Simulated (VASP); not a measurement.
# Ge2Sb2Te5 in VASP: a series of runs, part 3 of 3

VASP 6.6.1.

### Step 6. Relaxation of cell and atoms, LDA

File INCAR:

```
PREC = Accurate
ENCUT = 600
EDIFF = 1E-6
ISMEAR = -1
SIGMA = 0.05
LREAL = F
LASPH = T
NELM = 80
ALGO = Normal
ISIF = 3
LWAVE = F
LCHARG = F
GGA = CA
IBRION = 2
NSW = 60
EDIFFG = -0.01
```

File KPOINTS:

```
Automatic mesh
0
Gamma
  7 7 2
```

File POSCAR:

```
Ge2Sb2Te5
1.0
    4.2940644248      0.0000000000      0.0000000000
   -2.1470322124      3.7187688774      0.0000000000
    0.0000000000      0.0000000000     17.1013460000
Te Sb Ge
5 2 2
Direct
    0.6666666667      0.3333333333      0.4198920000
    0.3333333333      0.6666666667      0.5801080000
    0.3333333333      0.6666666667      0.2015420000
    0.6666666667      0.3333333333      0.7984580000
    0.0000000000      0.0000000000      0.0000000000
    0.0000000000      0.0000000000      0.3200680000
    0.0000000000      0.0000000000      0.6799320000
    0.6666666667      0.3333333333      0.1028950000
    0.3333333333      0.6666666667      0.8971050000
```

Potentials or basis: VASP PAW LDA potentials, release 64 (Te, Sb, Ge_d).

Run with:

```console
$ cat potpaw_LDA.64/Te/POTCAR potpaw_LDA.64/Sb/POTCAR potpaw_LDA.64/Ge_d/POTCAR > POTCAR
$ mpirun -np 1 vasp_std > vasp.out
```

OUTCAR:

```text
PREC = Accurate
   ENCUT = 600
   EDIFF = 1E-6
   ISMEAR = -1
   LREAL = F
   LASPH = T
   NELM = 80
   ISIF = 3
   GGA = CA
   IBRION = 2
   NSW = 60
   EDIFFG = -0.01

 ion  position               nearest neighbor table
   1  0.667  0.333  0.420-   6 3.01   6 3.01   6 3.01
   2  0.333  0.667  0.580-   7 3.01   7 3.01   7 3.01
   3  0.333  0.667  0.202-   8 3.00   8 3.00   8 3.00   6 3.20   6 3.20   6 3.20
   4  0.667  0.333  0.798-   9 3.00   9 3.00   9 3.00   7 3.20   7 3.20   7 3.20
   5  0.000  0.000  0.000-   8 3.04   9 3.04   8 3.04   9 3.04   8 3.04   9 3.04
   6  0.000  0.000  0.320-   1 3.01   1 3.01   1 3.01   3 3.20   3 3.20   3 3.20
   7  0.000  0.000  0.680-   2 3.01   2 3.01   2 3.01   4 3.20   4 3.20   4 3.20
   8  0.667  0.333  0.103-   3 3.00   3 3.00   3 3.00   5 3.04   5 3.04   5 3.04
   9  0.333  0.667  0.897-   4 3.00   4 3.00   4 3.00   5 3.04   5 3.04   5 3.04

  LATTYP: Found a hexagonal cell.
 ALAT       =     4.2940644248
 C/A-ratio  =     3.9825545936

  Lattice vectors:

 A1 = (   4.2940644248,   0.0000000000,   0.0000000000)
 A2 = (  -2.1470322124,   3.7187688774,   0.0000000000)
 A3 = (   0.0000000000,   0.0000000000,  17.1013460000)

Analysis of symmetry for initial positions (statically):
=====================================================================
 Subroutine PRICEL returns:
 Original cell was already a primitive cell.

 Routine SETGRP: Setting up the symmetry group for a
 hexagonal supercell.

 Subroutine GETGRP returns: Found 12 space group operations
 (whereof 12 operations were pure point group operations)
 out of a pool of 24 trial point group operations.

The static configuration has the point symmetry D_3d.

Analysis of symmetry for dynamics (positions and initial velocities):
=====================================================================
 Subroutine PRICEL returns:
 Original cell was already a primitive cell.

 Routine SETGRP: Setting up the symmetry group for a
 hexagonal supercell.

 Subroutine GETGRP returns: Found 12 space group operations
 (whereof 12 operations were pure point group operations)
 out of a pool of 24 trial point group operations.

The dynamic configuration has the point symmetry D_3d.

 Subroutine INISYM returns: Found 12 space group operations
 (whereof 12 operations are pure point group operations),
 and found     1 'primitive' translations

----------------------------------------------------------------------------------------

                                     Primitive cell

  volume of cell :     273.0851

  direct lattice vectors                    reciprocal lattice vectors
     4.294064425  0.000000000  0.000000000     0.232879599  0.134453099  0.000000000
    -2.147032212  3.718768877  0.000000000     0.000000000  0.268906198  0.000000000
     0.000000000  0.000000000 17.101346000     0.000000000  0.000000000  0.058474929

  length of vectors
     4.294064425  4.294064425 17.101346000     0.268906198  0.268906198  0.058474929

  position of ions in fractional coordinates (direct lattice)
     0.666666667  0.333333333  0.419892000
     0.333333333  0.666666667  0.580108000
     0.333333333  0.666666667  0.201542000
     0.666666667  0.333333333  0.798458000
     0.000000000  0.000000000  0.000000000
     0.000000000  0.000000000  0.320068000
     0.000000000  0.000000000  0.679932000
     0.666666667  0.333333333  0.102895000
[... 68 lines left out ...]
   ISTART =      0    job   : 0-new  1-cont  2-samecut
   ICHARG =      2    charge: 1-file 2-atom 10-const
   ISPIN  =      1    spin polarized calculation?
   LNONCOLLINEAR =      F non collinear calculations
   LSORBIT =      F    spin-orbit coupling
   LASPH  =      T    aspherical Exc in radial PAW
   ENCUT  =  600.0 eV  44.10 Ry    6.64 a.u.   8.58  8.58 34.16*2*pi/ulx,y,z
   NELM   =     80;   NELMIN=  2; NELMDL= -5     # of ELM steps
   EDIFF  = 0.1E-05   stopping-criterion for ELM
   LREAL  =      F    real-space projection
   EDIFFG = -.1E-01   stopping-criterion for IOM
   NSW    =     60    number of steps for IOM
   IBRION =      2    ionic relax: 0-MD 1-quasi-New 2-CG
   NFREE  =      1    steps in history (QN), initial steepest desc. (CG)
   ISIF   =      3    stress and relaxation
   ISYM   =      2    0-nonsym 1-usesym 2-fastsym
   POTIM  = 0.5000    time-step for ionic-motion
   TEBEG  =    0.0;   TEEND  =   0.0 temperature during run
   PSTRESS=    0.0 pullay stress
   NELECT =      68.0000    total number of electrons
   NUPDOWN=      -1.0000    fix difference up-down
   EMIN   =  10.00;   EMAX   =-10.00  energy-range for DOS
   EFERMI =   0.00;   METHOD = LEGACY
   ISMEAR =    -1;   SIGMA  =   0.05  broadening in eV -4-tet -1-fermi 0-gaus
   EFERMI_NEDOS =   21; number of points for ismear=-14 and -15
   IALGO  =     38    algorithm
   IMIX   =      4    mixing-type and parameters
     AMIX     =   0.40;   BMIX     =  1.00
     AMIX_MAG =   1.60;   BMIX_MAG =  1.00
  volume/ion in A,a.u.               =      30.34       204.76
  Fermi-wavevector in a.u.,A,eV,Ry     =   1.029940  1.946304 14.432730  1.060776
  Thomas-Fermi vector in A             =   2.164013
   LORBIT       =      0    0 simple, 1 ext, 2 COOP (PROOUT), +10 PAW based schemes
   GGA     = CA    functional components
   LHFCALC =     F    Hartree Fock is set to
   AEXX    =    0.0000 exact exchange contribution
   IVDW    =     0    specifies the selected vdW correction
   LEPSILON=     F    determine dielectric tensor
   LRPA    =     F    only Hartree local field effects (RPA)
 conjugate gradient relaxation of ions
 non-spin polarized calculation
  energy-cutoff  :      600.00
  volume of cell :      273.09
 maximum number of plane-waves:      9146
 NGX is ok and might be reduce to    36
   NGX = 17   NGY = 17   NGZ = 69

--------------------------------------- Ionic step        1  -------------------------------------------

 number of electron      68.0000023 magnetization

 Free energy of the ion-electron system (eV)
  ---------------------------------------------------
  ext. energy  EPLUGINS =         0.00000000
  ---------------------------------------------------
  free energy    TOTEN  =       -39.76631970 eV

  energy without entropy =      -39.76498589  energy(sigma->0) =      -39.76565279

------------------------ aborting loop because EDIFF is reached ----------------------------------------

  FORCE on cell =-STRESS in cart. coord.  units (eV):
  Direction    XX          YY          ZZ          XY          YZ          ZX
  --------------------------------------------------------------------------------------
  -------------------------------------------------------------------------------------
  Total       -5.2866714     -5.2866714     -5.4440099     -0.0000000      0.0000000      0.0000000
  in kB      -31.0166481    -31.0166481    -31.9397455     -0.0000000      0.0000000      0.0000000
  external PRESSURE =     -31.3243472 kB  Pullay stress =       0.0000000 kB
[... 30 lines left out ...]
--------------------------------------- Ionic step        2  -------------------------------------------

 number of electron      67.9999990 magnetization

 E-fermi :   7.2694     XC(G=0): -10.0281

 val. band max:        7.1223777586   @ k =   0.0000   0.0000   0.5000
 cond. band min:       7.2737075693   @ k =   0.0000   0.0000   0.0000
 fundamental gap:      0.1513298107
 Fermi energy:         7.2694304707

 k-point     1 :       0.0000    0.0000    0.0000
  band No.  band energies     occupation
      1     -17.8755      2.00000
      2     -17.8755      2.00000
      3     -17.8744      2.00000
      4     -17.8744      2.00000
      5     -17.8665      2.00000
      6     -17.8662      2.00000
[... 756 lines left out ...]
  FREE ENERGIE OF THE ION-ELECTRON SYSTEM (eV)
  ---------------------------------------------------
  free  energy   TOTEN  =       -39.9414190839 eV

  energy  without entropy=      -39.9387616260  energy(sigma->0) =      -39.94009035

[... ionic steps 4 to 11 ...]

--------------------------------------- Ionic step       12  -------------------------------------------

 number of electron      67.9999992 magnetization

------------------------ aborting loop because EDIFF is reached ----------------------------------------
[... 81 lines left out ...]
--------------------------------------- Ionic step       14  -------------------------------------------

 number of electron      67.9999988 magnetization

 Free energy of the ion-electron system (eV)
  ---------------------------------------------------
  ext. energy  EPLUGINS =         0.00000000
  ---------------------------------------------------
  free energy    TOTEN  =       -39.96416152 eV

  energy without entropy =      -39.96081056  energy(sigma->0) =      -39.96248604

 E-fermi :   7.0283     XC(G=0):  -9.9592

 val. band max:        6.8512879071   @ k =   0.0000   0.0000   0.5000
 cond. band min:       7.0514462812   @ k =   0.0000   0.0000   0.0000
 fundamental gap:      0.2001583742
 Fermi energy:         7.0282581246

 k-point     1 :       0.0000    0.0000    0.0000
  band No.  band energies     occupation
      1     -18.1168      2.00000
      2     -18.1168      2.00000
      3     -18.1157      2.00000
      4     -18.1157      2.00000
      5     -18.1076      2.00000
      6     -18.1074      2.00000
[... 713 lines left out ...]
  FREE ENERGIE OF THE ION-ELECTRON SYSTEM (eV)
  ---------------------------------------------------
  free  energy   TOTEN  =       -39.9641615250 eV

  energy  without entropy=      -39.9608105626  energy(sigma->0) =      -39.96248604

 reached required accuracy - stopping structural energy minimisation
```

It took 15 min on 1 thread of Intel Xeon 6975P-C (Granite Rapids), shared host; peak memory 0.49 GiB.

Results:

```yaml
Free_energy: -39.9642 eV
Relaxed_volume: 28.29 Å³/atom
Relaxed_cell: a = 4.200 Å, b = 4.200 Å, c = 16.671 Å, α = 90.00°, β = 90.00°, γ = 120.00°
Space_group_after_relaxing_to_0.1_Å: P-3m1 (No. 164)
Energy_gained_by_relaxing: 22.0 meV/atom
Ionic_steps: 14
Pressure_after_relaxing: 0.0 GPa
Largest_force_after_relaxing: 0.010 eV/Å
Band_gap_on_the_k_mesh: 0.02 eV
```

Forces in eV/Å, atoms in the order of the input:
```
Te   0.000  0.000 -0.007
Te   0.000  0.000  0.007
Te   0.000  0.000 -0.008
Te   0.000  0.000  0.008
Te   0.000  0.000  0.000
Sb   0.000  0.000 -0.010
Sb   0.000  0.000  0.010
Ge   0.000  0.000  0.003
Ge   0.000  0.000 -0.003
```

The path:
| step | energy change (eV) | largest force (eV/Å) | pressure (GPa) | volume (Å³) |
| --- | --- | --- | --- | --- |
| 1 | 0.0000 | 0.1601 | -3.13 | 273.09 |
| 2 | -0.1439 | 0.4820 | 1.56 | 250.30 |
| 3 | -0.1751 | 0.2839 | 0.02 | 256.57 |
| 4 | -0.1751 | 0.2740 | -0.06 | 256.89 |
| 5 | -0.1865 | 0.1556 | -0.03 | 256.10 |
| 6 | -0.1916 | 0.1251 | -0.01 | 255.22 |
| 7 | -0.1916 | 0.1274 | 0.01 | 255.12 |
| 8 | -0.1946 | 0.0880 | -0.02 | 255.03 |
| 9 | -0.1975 | 0.0331 | -0.03 | 254.87 |
| 10 | -0.1976 | 0.0249 | -0.03 | 254.82 |
| 11 | -0.1977 | 0.0138 | 0.06 | 254.45 |
| 12 | -0.1978 | 0.0121 | 0.03 | 254.51 |
| 13 | -0.1978 | 0.0127 | 0.04 | 254.49 |
| 14 | -0.1978 | 0.0098 | 0.01 | 254.63 |

Final structure:
```cif
data_structure
_symmetry_space_group_name_H-M 'P 1'
_symmetry_Int_Tables_number 1
_cell_length_a 4.1997
_cell_length_b 4.1997
_cell_length_c 16.6705
_cell_angle_alpha 90.000
_cell_angle_beta 90.000
_cell_angle_gamma 120.000
_cell_volume 254.63
loop_
_atom_site_label
_atom_site_type_symbol
_atom_site_fract_x
_atom_site_fract_y
_atom_site_fract_z
_atom_site_occupancy
Te1 Te 0.66667 0.33333 0.42180 1
Te2 Te 0.33333 0.66667 0.57820 1
Te3 Te 0.33333 0.66667 0.19927 1
Te4 Te 0.66667 0.33333 0.80073 1
Te5 Te 0.00000 0.00000 0.00000 1
Sb1 Sb 0.00000 0.00000 0.31861 1
Sb2 Sb 0.00000 0.00000 0.68139 1
Ge1 Ge 0.66667 0.33333 0.10074 1
Ge2 Ge 0.33333 0.66667 0.89926 1
```

Caveat: the smearing spreads over this small gap; semilocal functionals underestimate gaps, and a narrow one can read as zero; spin-orbit coupling is left out, which moves the levels of the heavy elements.

### Step 7. Overview

```tsv
task	level	potentials or basis	cell	k mesh	cutoff (eV)	gap on the mesh (eV)	pressure (GPa)	relaxed volume (Å³/atom)	largest force (eV/Å)
single point	r2SCAN	VASP PAW PBE potentials, release 64 (Te, Sb, Ge_d)	a = 4.294, b = 4.294, c = 17.101 Å, angles 90.0, 90.0, 120.0°, 9 atoms, atomic positions A	7 × 7 × 2	520	0.22	-0.5	-	0.24
single point	PBE	VASP PAW PBE potentials, release 64 (Te, Sb, Ge_d)	a = 4.294, b = 4.313, c = 17.101 Å, angles 90.0, 90.0, 120.4°, 9 atoms, atomic positions A	5 × 5 × 2	520	0.23	0.3	-	0.10
single point	PBE	VASP PAW PBE potentials, release 64 (Te, Sb, Ge_d)	a = 4.287, b = 4.287, c = 17.945 Å, angles 90.0, 90.0, 120.0°, 9 atoms, atomic positions B	5 × 5 × 2	520	0.74	-0.1	-	0.02
relaxation of cell and atoms	PBE	VASP PAW PBE potentials, release 64 (Te, Sb, Ge_d)	relaxed from a = 4.294, b = 4.294, c = 17.101 Å, angles 90.0, 90.0, 120.0°, 9 atoms, atomic positions A	5 × 5 × 2	600	0.70	0.0	31.59	0.01
relaxation of cell and atoms	LDA	VASP PAW LDA potentials, release 64 (Te, Sb, Ge_d)	relaxed from a = 4.294, b = 4.294, c = 17.101 Å, angles 90.0, 90.0, 120.0°, 9 atoms, atomic positions A	7 × 7 × 2	600	0.02	0.0	28.29	0.01
```

Alike in all rows: no spin polarisation; smearing fermi-dirac 0.05 eV.

Caveats: semilocal functionals underestimate gaps, and a narrow one can read as zero; spin-orbit coupling is left out, which moves the levels of the heavy elements; this functional lacks dispersion, which binds layers or chains, so the pressure and a relaxed spacing across them are unreliable (at least some runs); the PAW data sets were made with another functional, which shifts forces and pressure a little (at least some runs); the smearing spreads over this small gap (at least some runs).

Absolute energies hang on the potentials; compare differences alone.

The gap in the log of VASP goes by the Fermi energy; the results here count the filled bands.